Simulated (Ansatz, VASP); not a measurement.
# Ga3Se in VASP and in Ansatz

The input INCAR:

```
PREC     = Accurate       # precision mode
ENCUT    = 600            # plane-wave cutoff, eV
EDIFF    = 1E-7           # SCF threshold, eV
ISMEAR   = -1             # smearing method
SIGMA    = 0.05           # smearing width, eV
LREAL    = F              # projectors in reciprocal space
LASPH    = T              # aspherical terms in the spheres
NELM     = 60             # most SCF steps
ALGO     = Normal         # electronic algorithm
ISIF     = 3              # what is computed and relaxed
LWAVE    = F              # write WAVECAR
LCHARG   = F              # write CHGCAR
GGA      = PS             # functional
IBRION   = 2              # ionic algorithm
NSW      = 60             # ionic steps
EDIFFG   = -0.01          # ionic threshold
```

File KPOINTS:

```
Automatic mesh
0
Gamma
  6 6 6
```

Contents of POSCAR:

```
Ga3Se
1.0
    4.4324650000      0.0000000000      0.0000000000
    0.0000000000      4.4324650000      0.0000000000
    0.0000000000      0.0000000000      4.4324650000
Se Ga
1 3
Direct
    0.0000000000      0.0000000000      0.0000000000
    0.5000000000      0.5000000000      0.0000000000
    0.5000000000      0.0000000000      0.5000000000
    0.0000000000      0.5000000000      0.5000000000
```

File input.yaml:

```yaml
crystal:
  lattice:
    - [4.432465, 0.0, 0.0]
    - [0.0, 4.432465, 0.0]
    - [0.0, 0.0, 4.432465]
  atoms:
    - { symbol: Se, position: [0.0, 0.0, 0.0] }
    - { symbol: Ga, position: [0.5, 0.5, 0.0] }
    - { symbol: Ga, position: [0.5, 0.0, 0.5] }
    - { symbol: Ga, position: [0.0, 0.5, 0.5] }
hamiltonian:
  xc: pbesol
  pseudopotentials: { kind: paw }
kpoints:
  mp_grid: { grid: [6, 6, 6] }
scf:
  occupations: { method: fermi_dirac, width: 0.05 }
output:
  forces: true
  stress: true
  eigenvalues: true
relax:
  f_tol: 0.01
  max_steps: 40
  cell: { stress_tol: 0.05 }
```

Alike in both runs: task relaxation of cell and atoms; functional PBEsol; k mesh 6 × 6 × 6; occupations fermi-dirac, width 0.05 eV; no spin polarisation.

|  | VASP | Ansatz |
| --- | --- | --- |
| version | VASP 6.6.1 | Ansatz 0.2.0 |
| potentials or method | VASP PAW PBE potentials, release 64 (Se, Ga_d) | Ansatz PAW |
| plane-wave cutoff (eV) | 600 | 420 |
| valence electrons in the cell | 45 | 55 |

```tsv
	VASP	Ansatz	Ansatz less VASP
gap on the k mesh at the Fermi level, each at its own relaxed structure (eV)	none	none	-
relaxed volume (Å³/atom)	19.95	19.95	0.000
relaxed cell length with the largest relative difference (Å)	4.305	4.305	0.0000
```

VASP's potentials were made for PBE, not for PBEsol. A gap of «none» marks a metal or a gap that the smearing closes. VASP's potentials hold 45 valence electrons a cell and Ansatz's 55, so a difference there can come from the potentials and not from the codes.

Noted on Ansatz's run: the plane-wave basis is chosen anew once the cell has moved, so the energies of steps on either side of that aren't comparable.
